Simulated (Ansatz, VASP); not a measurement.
## AlGa3N4 in VASP and in Ansatz

INCAR

```
SYSTEM = AlGa3N4
PREC = Accurate ; ENCUT = 600
EDIFF = 1E-7 ; ISMEAR = 0
SIGMA = 0.02 ; LREAL = .FALSE.
LASPH = .TRUE. ; NELM = 100
ALGO = Normal ; ISIF = 3
LWAVE = .FALSE. ; LCHARG = .FALSE.
GGA = PS ; IBRION = 2
NSW = 100 ; EDIFFG = -0.01
```

The input KPOINTS:

```
regular mesh
0
G
  6 8 6
  0 0 0
```

File POSCAR:

```
AlGa3N4
1.0
    5.1455897724      0.0000000000      0.0000000000
    0.0000000000      3.1670776200      0.0000000000
   -0.0037175149      0.0000000000      5.4836534091
Al Ga N
1 3 4
Direct
    0.0005010800      0.5000000000      0.6673044000
    0.4991393100      0.5000000000      0.3351465300
    0.4991348800      0.0000000000      0.8313261600
    0.9999082200      0.0000000000      0.1662408900
    0.1192384400      0.5000000000      0.3412971500
    0.1168290500      0.0000000000      0.8252645200
    0.6202470100      0.0000000000      0.1661509300
    0.6326020200      0.5000000000      0.6672704200
```

Input for Ansatz:

```yaml
crystal:
  lattice:
    - [5.1455897724, 0.0, 0.0]
    - [0.0, 3.16707762, 0.0]
    - [-0.0037175149, 0.0, 5.4836534091]
  atoms:
    - { symbol: Al, position: [0.00050108, 0.5, 0.6673044] }
    - { symbol: Ga, position: [0.49913931, 0.5, 0.33514653] }
    - { symbol: Ga, position: [0.49913488, 0.0, 0.83132616] }
    - { symbol: Ga, position: [0.99990822, 0.0, 0.16624089] }
    - { symbol: "N", position: [0.11923844, 0.5, 0.34129715] }
    - { symbol: "N", position: [0.11682905, 0.0, 0.82526452] }
    - { symbol: "N", position: [0.62024701, 0.0, 0.16615093] }
    - { symbol: "N", position: [0.63260202, 0.5, 0.66727042] }
basis:
  ecutwfc: 420
kpoints:
  mp_grid: { grid: [6, 8, 6] }
hamiltonian:
  xc: pbesol
scf:
  occupations: { method: gaussian, width: 0.02 }
output:
  forces: true
  stress: true
  eigenvalues: true
  write_density: true
  write_potential: true
  elf: true
  volumetric_format: npy
relax:
  adjacent_minimum: "off"
  f_tol: 0.01
  max_steps: 80
  cell: { stress_tol: 0.05 }
```

Alike in both runs: task relaxation of cell and atoms; functional PBEsol; k mesh 6 × 8 × 6; occupations gaussian, width 0.02 eV; no spin polarisation.

```csv
,VASP,Ansatz
version,VASP 6.6.1,Ansatz 0.2.0
potentials or method,"VASP PAW PBE potentials, release 64 (Al, Ga_d, N), cutoff 600 eV","scalar-relativistic, plane waves, PAW"
valence electrons in the cell,62,62
```

VASP gave:

| Item | Value |
| --- | --- |
| gap on the k mesh at the Fermi level, each at its own relaxed structure (eV) | 2.39 |
| relaxed volume (Å³/atom) | 11.13 |
| relaxed cell length with the largest relative difference (Å) | 5.475 |

What did Ansatz give for the same quantities?

gap on the k mesh at the Fermi level, each at its own relaxed structure (eV): 2.36; relaxed volume (Å³/atom): 11.15; relaxed cell length with the largest relative difference (Å): 5.479.

VASP's potentials were made for PBE, not for PBEsol.
